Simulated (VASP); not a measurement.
# AlN (I-4m2) in VASP: notebook

AlN is run at these levels: r2SCAN; tasks: single point.

All numbers are computed with VASP 6.6.1; they aren't measurements. Logs are shortened: lines on timing, memory, paths and dates and some standing lists are left out, and cuts for length are marked.

**1. The cell of the first run**

Symmetry: I-4m2, No. 119, tetragonal system. The conventional cell has a = 3.262 Å, b = 3.262 Å, c = 3.921 Å, α = 90.00°, β = 90.00°, γ = 90.00°. Al (site symmetry -4m2) has 4 N at 1.90 Å within 2.5 Å. N (site symmetry -4m2) has 4 Al at 1.90 Å within 2.5 Å.

**2. Single point, r2SCAN**

The input, POSCAR:

```
AlN
1.0
    0.0000000000      2.3065279109      1.9605487243
    2.3065279109      0.0000000000      1.9605487243
    2.3065279109      2.3065279109      0.0000000000
Al N
1 1
Direct
    0.0000000000      0.0000000000      0.0000000000
    0.7500000000      0.7500000000      0.7500000000
```

The input, INCAR.step1:

```
ALGO = Normal ; EDIFF = 1E-4
ENCUT = 520 ; GGA = PE
ISMEAR = 0 ; LASPH = T
LCHARG = F ; LREAL = F
LWAVE = T ; NBANDS = 11
NELM = 100 ; PREC = Accurate
SIGMA = 0.05
```

The input, INCAR.step2:

```
ALGO = Normal ; EDIFF = 1E-7
ENCUT = 520 ; ISIF = 2
ISMEAR = 0 ; ISTART = 1
LASPH = T ; LCHARG = T
LELF = T ; LMIXTAU = T
LREAL = F ; LVHAR = T
LWAVE = F ; METAGGA = R2SCAN
NBANDS = 11 ; NELM = 100
PREC = Accurate ; SIGMA = 0.05
```

The input, KPOINTS:

```
k-points
0
Gamma
  10 10 10
```

Potentials or basis: VASP PAW PBE potentials, release 64 (Al, N).

The run is started by

```sh
cat potpaw_PBE.64/Al/POTCAR potpaw_PBE.64/N/POTCAR > POTCAR
cp INCAR.step1 INCAR
mpirun -np 1 vasp_std > vasp.out
cp INCAR.step2 INCAR
mpirun -np 1 vasp_std > vasp.out
```

OUTCAR:

```text
EDIFF = 1E-7
   ENCUT = 520
   ISIF = 2
   ISMEAR = 0
   ISTART = 1
   LASPH = T
   LREAL = F
   METAGGA = R2SCAN
   NELM = 100
   PREC = Accurate

 ion  position               nearest neighbor table
   1  0.000  0.000  0.000-   2 1.90   2 1.90   2 1.90   2 1.90
   2  0.750  0.750  0.750-   1 1.90   1 1.90   1 1.90   1 1.90

  LATTYP: Found a body centered tetragonal cell.
 ALAT       =     3.2619230536
 C/A-ratio  =     1.2020815280

  Lattice vectors:

 A1 = (   0.0000000000,  -2.3065279109,  -1.9605487243)
 A2 = (   0.0000000000,   2.3065279109,  -1.9605487243)
 A3 = (   2.3065279109,   0.0000000000,   1.9605487243)

Analysis of symmetry for initial positions (statically):
=====================================================================
 Subroutine PRICEL returns:
 Original cell was already a primitive cell.

 Routine SETGRP: Setting up the symmetry group for a
 body centered tetragonal supercell.

 Subroutine GETGRP returns: Found  8 space group operations
 (whereof  8 operations were pure point group operations)
 out of a pool of 16 trial point group operations.

The static configuration has the point symmetry D_2d.

Analysis of symmetry for dynamics (positions and initial velocities):
=====================================================================
 Subroutine PRICEL returns:
 Original cell was already a primitive cell.

 Routine SETGRP: Setting up the symmetry group for a
 body centered tetragonal supercell.

 Subroutine GETGRP returns: Found  8 space group operations
 (whereof  8 operations were pure point group operations)
 out of a pool of 16 trial point group operations.

The dynamic configuration has the point symmetry D_2d.

 Subroutine INISYM returns: Found  8 space group operations
 (whereof  8 operations are pure point group operations),
 and found     1 'primitive' translations

----------------------------------------------------------------------------------------

                                     Primitive cell

  volume of cell :      20.8605

  direct lattice vectors                    reciprocal lattice vectors
     0.000000000  2.306527911  1.960548724    -0.216776046  0.216776046  0.255030642
     2.306527911  0.000000000  1.960548724     0.216776046 -0.216776046  0.255030642
     2.306527911  2.306527911  0.000000000     0.216776046  0.216776046 -0.255030642

  length of vectors
     3.027180587  3.027180587  3.261923054     0.398778556  0.398778556  0.398778556

  position of ions in fractional coordinates (direct lattice)
     0.000000000  0.000000000  0.000000000
     0.750000000  0.750000000  0.750000000

  ion indices of the primitive-cell ions
   primitive index   ion index
                 1           1
                 2           2

----------------------------------------------------------------------------------------

 KPOINTS: k-points

Automatic generation of k-mesh.
 Grid dimensions read from file:
 generate k-points for:   10   10   10

 Generating k-lattice:

  Cartesian coordinates                     Fractional coordinates (reciprocal lattice)
    -0.021677605  0.021677605  0.025503064     0.100000000 -0.000000000  0.000000000
     0.021677605 -0.021677605  0.025503064    -0.000000000  0.100000000  0.000000000
     0.021677605  0.021677605 -0.025503064     0.000000000  0.000000000  0.100000000

  Length of vectors
     0.039877856  0.039877856  0.039877856

  Shift w.r.t. Gamma in fractional coordinates (k-lattice)
     0.000000000  0.000000000  0.000000000

 Subroutine IBZKPT returns following result:
 ===========================================

 Found    102 irreducible k-points:

 Following reciprocal coordinates:
            Coordinates               Weight
  0.000000  0.000000  0.000000      1.000000
  0.100000 -0.000000  0.000000      8.000000
  0.200000 -0.000000  0.000000      8.000000
  0.300000  0.000000  0.000000      8.000000
  0.400000 -0.000000  0.000000      8.000000
  0.500000  0.000000  0.000000      4.000000
[... 16 lines left out ...]
  0.300000  0.300000  0.000000      2.000000
  0.400000  0.300000  0.000000      8.000000
 [... further k-points ...]
   k-points           NKPTS =    102   k-points in BZ     NKDIM =    102   number of bands    NBANDS=     11
   number of dos      NEDOS =    301   number of ions     NIONS =      2
   total plane-waves  NPLWV =  13824
   dimension x,y,z NGX =    24 NGY =   24 NGZ =   24
   dimension x,y,z NGXF=    48 NGYF=   48 NGZF=   48
   ions per type =               1   1
   NGX,Y,Z   is equivalent  to a cutoff of  13.18, 13.18, 12.23 a.u.
   NGXF,Y,Z  is equivalent  to a cutoff of  26.36, 26.36, 24.46 a.u.
 SYSTEM =  unknown system
   PREC   = accura    normal or accurate (medium, high low for compatibility)
   ISTART =      1    job   : 0-new  1-cont  2-samecut
   ICHARG =      0    charge: 1-file 2-atom 10-const
   ISPIN  =      1    spin polarized calculation?
   LNONCOLLINEAR =      F non collinear calculations
   LSORBIT =      F    spin-orbit coupling
   LASPH  =      T    aspherical Exc in radial PAW
   ENCUT  =  520.0 eV  38.22 Ry    6.18 a.u.   5.63  5.63  6.07*2*pi/ulx,y,z
   NELM   =    100;   NELMIN=  2; NELMDL=  0     # of ELM steps
   EDIFF  = 0.1E-06   stopping-criterion for ELM
   LREAL  =      F    real-space projection
   EDIFFG = 0.1E-05   stopping-criterion for IOM
   NSW    =      0    number of steps for IOM
   IBRION =     -1    ionic relax: 0-MD 1-quasi-New 2-CG
   NFREE  =      0    steps in history (QN), initial steepest desc. (CG)
   ISIF   =      2    stress and relaxation
   ISYM   =      2    0-nonsym 1-usesym 2-fastsym
   POTIM  = 0.5000    time-step for ionic-motion
   TEBEG  =    0.0;   TEEND  =   0.0 temperature during run
   PSTRESS=    0.0 pullay stress
   NELECT =       8.0000    total number of electrons
   NUPDOWN=      -1.0000    fix difference up-down
   EMIN   =  10.00;   EMAX   =-10.00  energy-range for DOS
   EFERMI =   0.00;   METHOD = LEGACY
   ISMEAR =     0;   SIGMA  =   0.05  broadening in eV -4-tet -1-fermi 0-gaus
   EFERMI_NEDOS =   21; number of points for ismear=-14 and -15
   IALGO  =     38    algorithm
   IMIX   =      4    mixing-type and parameters
     AMIX     =   0.40;   BMIX     =  1.00
     AMIX_MAG =   1.60;   BMIX_MAG =  1.00
  volume/ion in A,a.u.               =      10.43        70.39
  Fermi-wavevector in a.u.,A,eV,Ry     =   1.189405  2.247650 19.247952  1.414685
  Thomas-Fermi vector in A             =   2.325513
   LORBIT       =      0    0 simple, 1 ext, 2 COOP (PROOUT), +10 PAW based schemes
   METAGGA = R2SCAN    functional components
   LHFCALC =     F    Hartree Fock is set to
   AEXX    =    0.0000 exact exchange contribution
   IVDW    =     0    specifies the selected vdW correction
   LEPSILON=     F    determine dielectric tensor
   LRPA    =     F    only Hartree local field effects (RPA)
 non-spin polarized calculation
 Gauss-broadening in eV      SIGMA  =   0.05
  energy-cutoff  :      520.00
  volume of cell :       20.86
 maximum number of plane-waves:       577
   NGX = 11   NGY = 11   NGZ = 13

 number of electron       7.9999999 magnetization

 Free energy of the ion-electron system (eV)
  ---------------------------------------------------
  ext. energy  EPLUGINS =         0.00000000
  ---------------------------------------------------
  free energy    TOTEN  =       -19.05818212 eV

  energy without entropy =      -19.05818212  energy(sigma->0) =      -19.05818212

 E-fermi :   6.3354     XC(G=0): -11.4345

 val. band max:        6.1409305696   @ k =   0.0000   0.0000   0.0000
 cond. band min:       9.4813057796   @ k =   0.5000   0.5000   0.0000
 fundamental gap:      3.3403752100
 Fermi energy:         6.3353815958

 k-point     1 :       0.0000    0.0000    0.0000
  band No.  band energies     occupation
      1      -9.9975      2.00000
      2       5.6267      2.00000
      3       5.6267      2.00000
      4       6.1409      2.00000
      5      10.5618      0.00000
      6      19.2148      0.00000
      7      19.4334      0.00000
      8      19.4334      0.00000
      9      21.6738      0.00000
     10      24.1828      0.00000
     11      24.1828      0.00000

 k-point     2 :       0.1000   -0.0000    0.0000
  band No.  band energies     occupation
      1      -9.8482      2.00000
      2       4.9582      2.00000
      3       5.5200      2.00000
      4       5.9760      2.00000
      5      11.2431      0.00000
      6      18.6185      0.00000
      7      19.2045      0.00000
      8      19.6874      0.00000
      9      21.3125      0.00000
     10      22.7658      0.00000
     11      25.6529      0.00000

 k-point     3 :       0.2000   -0.0000    0.0000
  band No.  band energies     occupation
      1      -9.4244      2.00000
      2       3.3572      2.00000
      3       5.2568      2.00000
      4       5.8988      2.00000
      5      12.4138      0.00000
      6      17.4756      0.00000
      7      18.1756      0.00000
      8      20.2903      0.00000
      9      22.1709      0.00000
     10      22.2045      0.00000
     11      26.7763      0.00000

 k-point     4 :       0.3000    0.0000    0.0000
  band No.  band energies     occupation
      1      -8.8137      2.00000
      2       1.6815      2.00000
      3       4.9582      2.00000
      4       5.8455      2.00000
      5      13.1636      0.00000
      6      16.7391      0.00000
      7      17.1473      0.00000
      8      20.6734      0.00000
      9      22.5040      0.00000
     10      24.0812      0.00000
     11      26.1069      0.00000
[... 239 lines left out ...]
 k-point    22 :      -0.2000    0.2000    0.0000
  band No.  band energies     occupation
      1      -8.7272      2.00000
      2       2.3327      2.00000
      3       4.6238      2.00000
      4       4.9383      2.00000
      5      13.9406      0.00000
      6      15.3368      0.00000
      7      17.9963      0.00000
      8      19.3808      0.00000
      9      21.8445      0.00000
     10      24.2607      0.00000
     11      28.6824      0.00000

 k-point    23 :       0.3000    0.3000    0.0000
  band No.  band energies     occupation
      1      -8.1417      2.00000
      2       2.5084      2.00000
      3       3.8487      2.00000
      4       3.8487      2.00000
      5      12.4638      0.00000
      6      14.9287      0.00000
      7      20.3158      0.00000
      8      20.3158      0.00000
      9      20.8367      0.00000
     10      25.2255      0.00000
     11      29.7918      0.00000

 k-point    24 :       0.4000    0.3000    0.0000
  band No.  band energies     occupation
      1      -7.6554      2.00000
      2       1.8612      2.00000
      3       3.5883      2.00000
      4       3.6580      2.00000
      5      11.6905      0.00000
      6      14.5831      0.00000
      7      20.0303      0.00000
      8      20.3142      0.00000
      9      21.9575      0.00000
     10      26.8831      0.00000
     11      30.2227      0.00000

 [... further k-points ...]

------------------------ aborting loop because EDIFF is reached ----------------------------------------

  FORCE on cell =-STRESS in cart. coord.  units (eV):
  Direction    XX          YY          ZZ          XY          YZ          ZX
  --------------------------------------------------------------------------------------
  -------------------------------------------------------------------------------------
  Total       -0.9987444     -0.9987444      0.9214917      0.0000000      0.0000000      0.0000000
  in kB      -76.7078594    -76.7078594     70.7745256      0.0000000      0.0000000      0.0000000
  external PRESSURE =     -27.5470644 kB  Pullay stress =       0.0000000 kB

 VOLUME and BASIS-vectors are now :
 -----------------------------------------------------------------------------
  energy-cutoff  :      520.00
  volume of cell :       20.86
      direct lattice vectors                 reciprocal lattice vectors
     0.000000000  2.306527911  1.960548724    -0.216776046  0.216776046  0.255030642
     2.306527911  0.000000000  1.960548724     0.216776046 -0.216776046  0.255030642
     2.306527911  2.306527911  0.000000000     0.216776046  0.216776046 -0.255030642

 POSITION                                       TOTAL-FORCE (eV/Angst)
 -----------------------------------------------------------------------------------
      0.00000      0.00000      0.00000        -0.000000     -0.000000     -0.000000
      3.45979      3.45979      2.94082         0.000000      0.000000      0.000000
 -----------------------------------------------------------------------------------
    total drift:                               -0.000002     -0.000002      0.000003

  FREE ENERGIE OF THE ION-ELECTRON SYSTEM (eV)
  ---------------------------------------------------
  free  energy   TOTEN  =       -19.0581821191 eV

  energy  without entropy=      -19.0581821191  energy(sigma->0) =      -19.05818212
```

It took 61 s on 1 thread of Intel Xeon Platinum 8559C (Emerald Rapids), shared host; peak memory 0.14 GiB.

What came out:

```
Free energy            : -19.0582 eV
Pressure               : -2.8 GPa
Band gap on the k mesh : 3.34 eV (least direct gap 4.42 eV)
```

Caveat: the PAW data sets were made with another functional, which shifts forces and pressure a little. A k mesh can miss the band edges.

**3. Single point, r2SCAN**

This run uses another cell than the first one, of the same volume but with other edges.

The input, POSCAR:

```
AlN
1.0
    0.0000000000      2.0560702107      2.4672842528
    2.0560702107      0.0000000000      2.4672842528
    2.0560702107      2.0560702107      0.0000000000
Al N
1 1
Direct
    0.0000000000      0.0000000000      0.0000000000
    0.7500000000      0.7500000000      0.7500000000
```

The input, INCAR.step1:

```
SYSTEM = AlN
PREC = Accurate ; ENCUT = 520
ISMEAR = 0 ; SIGMA = 0.05
LREAL = .FALSE. ; LASPH = .TRUE.
NELM = 80 ; NBANDS = 11
GGA = PE ; ALGO = Normal
EDIFF = 1E-4 ; LWAVE = .TRUE.
LCHARG = .FALSE.
```

The input, INCAR.step2:

```
SYSTEM = AlN
PREC = Accurate ; ENCUT = 520
EDIFF = 1E-6 ; ISMEAR = 0
SIGMA = 0.05 ; LREAL = .FALSE.
LASPH = .TRUE. ; NELM = 80
ALGO = Normal ; ISIF = 2
LWAVE = .FALSE. ; LCHARG = .FALSE.
METAGGA = R2SCAN ; LMIXTAU = .TRUE.
NBANDS = 11 ; ISTART = 1
```

The input, KPOINTS:

```
Automatic mesh
0
G
  10 10 10
  0 0 0
```

Potentials or basis: VASP PAW PBE potentials, release 64 (Al, N).

The run is started by

```sh
cat potpaw_PBE.64/Al/POTCAR potpaw_PBE.64/N/POTCAR > POTCAR
cp INCAR.step1 INCAR
mpirun -np 1 vasp_std > vasp.out
cp INCAR.step2 INCAR
mpirun -np 1 vasp_std > vasp.out
```

Run time: 54 s. Hardware: 1 thread of Intel Xeon Platinum 8559C (Emerald Rapids), shared host; peak memory 0.15 GiB.

Results (log left out):

```yaml
Free_energy: -18.8774 eV
Pressure: -2.5 GPa
Band_gap_on_the_k_mesh: 3.23 eV (least direct gap 4.16 eV)
```

Stress tensor (GPa, compression positive):
```
 12.31   0.00   0.00
  0.00  12.31   0.00
  0.00   0.00 -32.04
```

Levels at points of the mesh, in eV from the valence-band top:
```
           k point  band 1  band 2  band 3  band 4  band 5  band 6  band 7  band 8
(0.00, 0.00, 0.00)  -16.32   -1.25   -0.13   -0.13    4.03   12.84   12.96   12.96
(0.50, 0.00, 0.00)  -14.24   -6.45   -1.95   -0.13    6.16   10.27   11.58   13.18
(0.50, 0.50, 0.00)  -14.19   -6.70   -1.27   -1.27    4.24   10.71   12.29   17.23
(0.50, 0.00, 0.50)  -13.34   -4.93   -2.85   -2.72    3.23    7.88   13.00   15.16
```

Caveat: the PAW data sets were made with another functional, which shifts forces and pressure a little. A k mesh can miss the band edges.

**4. Single point, r2SCAN**

This run uses another cell than the first one, of the same volume but with other edges.

The input, POSCAR:

```
AlN
1.0
    0.0000000000      2.3735596765      1.8513765477
    2.3735596765      0.0000000000      1.8513765477
    2.3735596765      2.3735596765      0.0000000000
Al N
1 1
Direct
    0.0000000000      0.0000000000      0.0000000000
    0.7500000000      0.7500000000      0.7500000000
```

The input, INCAR.step1:

```
SYSTEM = AlN
ALGO = Normal ; EDIFF = 1E-4
ENCUT = 520 ; GGA = PE
ISMEAR = 0 ; LASPH = .True.
LCHARG = .False. ; LREAL = .False.
LWAVE = .True. ; NBANDS = 11
NELM = 100 ; PREC = Accurate
SIGMA = 0.05
```

The input, INCAR.step2:

```
SYSTEM = AlN
ALGO = Normal ; EDIFF = 1E-6
ENCUT = 520 ; ISIF = 2
ISMEAR = 0 ; ISTART = 1
LASPH = .True. ; LCHARG = .False.
LMIXTAU = .True. ; LREAL = .False.
LWAVE = .False. ; METAGGA = R2SCAN
NBANDS = 11 ; NELM = 100
PREC = Accurate ; SIGMA = 0.05
```

The input, KPOINTS:

```
k-points
0
Gamma
  10 10 10
  0 0 0
```

The run is started by

```sh
cat potpaw_PBE.64/Al/POTCAR potpaw_PBE.64/N/POTCAR > POTCAR
cp INCAR.step1 INCAR
mpirun -np 1 vasp_std > vasp.out
cp INCAR.step2 INCAR
mpirun -np 1 vasp_std > vasp.out
```

Run time: 66 s. Hardware: 1 thread of Intel Xeon Platinum 8559C (Emerald Rapids), shared host; peak memory 0.15 GiB.

It converged, with:

| Quantity | Value |
| --- | --- |
| Free energy | -18.9308 eV |
| Pressure | -5.9 GPa |
| Band gap on the k mesh | 3.34 eV (least direct gap 4.15 eV) |

Stress tensor (GPa, compression positive):
```
-12.43   0.00   0.00
  0.00 -12.43   0.00
  0.00   0.00   7.02
```

Levels at points of the mesh, in eV from the valence-band top:
| k point | band 2 | band 3 | band 4 | band 5 | band 6 | band 7 |
| --- | --- | --- | --- | --- | --- | --- |
| (0.00, 0.00, 0.00) | -0.71 | -0.71 | 0.00 | 4.15 | 13.02 | 13.28 |
| (0.50, 0.00, 0.00) | -6.44 | -1.93 | -0.42 | 6.28 | 9.27 | 10.81 |
| (0.50, 0.50, 0.00) | -3.88 | -3.67 | -3.67 | 3.34 | 6.11 | 15.00 |
| (0.50, 0.00, 0.50) | -6.34 | -1.54 | -1.52 | 4.15 | 10.14 | 12.74 |

Caveat: the cell stands under tension; the PAW data sets were made with another functional, which shifts forces and pressure a little.

**5. The runs side by side**

| cell | gap on the mesh (eV) | pressure (GPa) |
| --- | --- | --- |
| a = 3.027, b = 3.027, c = 3.262 Å, angles 57.4, 57.4, 65.2°, 2 atoms | 3.34 | -2.8 |
| a = 3.212, b = 3.212, c = 2.908 Å, angles 63.1, 63.1, 53.8°, 2 atoms | 3.23 | -2.5 |
| a = 3.010, b = 3.010, c = 3.357 Å, angles 56.1, 56.1, 67.8°, 2 atoms | 3.34 | -5.9 |

Alike in all rows: task single point; level r2SCAN; potentials or basis VASP PAW PBE potentials, release 64 (Al, N); no spin polarisation; k mesh 10 × 10 × 10; cutoff (eV) 520; smearing gaussian 0.05 eV.

Caveats: the PAW data sets were made with another functional, which shifts forces and pressure a little; the cell stands under tension (at least some runs).

Absolute energies hang on the potentials; compare differences alone.
